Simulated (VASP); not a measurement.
Bi2Te3: single point with PBE

**What was measured.**

From “Vacancy and Antisite-Induced Ferromagnetism in Liquid-Phase Exfoliated Bi2Te3”, 2024, arxiv:2412.10539, for a bulk crystal of Bi2Te3: band gap 0.17 eV.

Bi2Te3:

```
CELL_PARAMETERS angstrom
2.23441 1.29003 9.85667
-2.23441 1.29003 9.85667
0.00000 -2.58007 9.85667
ATOMIC_POSITIONS crystal
Bi 0.80967 0.80967 0.80967
Bi 0.40033 0.40033 0.40033
Te 0.60500 0.60500 0.60500
Te 0.20359 0.20359 0.20359
Te 0.00641 0.00641 0.00641
```

```yaml
Program: VASP 6.6.1
Task: single point
Functional: PBE
Potentials_or_basis: VASP PAW PBE potentials, release 64 (Bi_d, Te)
Cutoff: 520 eV
k_mesh: 9 × 9 × 9
Occupations: gaussian, width 0.1 eV
Spin: no spin polarisation
```

```yaml
Pressure: 0.0 GPa
Largest_force: 0.007 eV/Å
Band_gap_on_the_k_mesh: zero (bands 24 and 25 overlap by 0.02 eV)
```

Forces in eV/Å, atoms in the order of the input:
```
Bi   0.000  0.000 -0.001
Bi   0.000  0.000  0.001
Te   0.000  0.000  0.000
Te   0.000  0.000  0.007
Te   0.000  0.000 -0.007
```

Levels at points of the mesh, in eV from the Fermi level:
```tsv
k point	band 22	band 23	band 24	band 25	band 26	band 27
(0.00, 0.00, 0.00)	-0.57	-0.57	-0.53	-0.04	0.13	0.13
```

Run time: 20 min on 1 thread of Intel(R) Xeon(R) 6975P-C (Granite Rapids), with other jobs on the host, peak memory 1.1 GiB.

Measured gap of Bi2Te3: 0.17 eV (quoted in “Vacancy and Antisite-Induced Ferromagnetism in Liquid-Phase Exfoliated Bi2Te3”, 2024, arxiv:2412.10539). This calculation gives 0.00 eV (-0.17 eV). Spin-orbit coupling on Bi, Te is left out. The value is that of PBE on a finite k mesh, which can miss the band edges, without temperature or zero-point motion. Semilocal functionals fall short of measured gaps as a rule.

Caveat: spin-orbit coupling is left out, which moves the levels of the heavy elements.
